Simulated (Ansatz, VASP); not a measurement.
# Ir in VASP and in Ansatz

```
CELL_PARAMETERS angstrom
2.72264 0.00000 0.00000
-1.36132 2.35788 0.00000
0.00000 0.00000 4.44490
ATOMIC_POSITIONS crystal
Ir 0.33333 0.66667 0.25000
Ir 0.66667 0.33333 0.75000
```

Alike in both runs: functional r2SCAN; k mesh 12 × 12 × 6; occupations gaussian, width 0.1 eV; no spin polarisation.

Ansatz relaxed the structure, and its values are those at the end. VASP's run is a single point on that final structure, the one shown.

```csv
,VASP,Ansatz
version,VASP 6.6.1,Ansatz 0.2.0
potentials or method,"VASP PAW PBE potentials, release 64 (Ir_sv_GW), cutoff 620 eV","scalar-relativistic, plane waves, PAW"
valence electrons in the cell,34,34
```

|  | VASP | Ansatz | Ansatz less VASP |
| --- | --- | --- | --- |
| gap on the k mesh at the Fermi level (eV) | none | none | - |
| pressure (GPa) | -1.1 | -0.2 | +0.93 |

VASP's potentials were made for PBE, not for r2SCAN. A gap of «none» marks a metal or a gap that the smearing closes. With one functional, cell and mesh, what is left measures potentials, basis and numerics.

Spin-orbit coupling is off throughout.
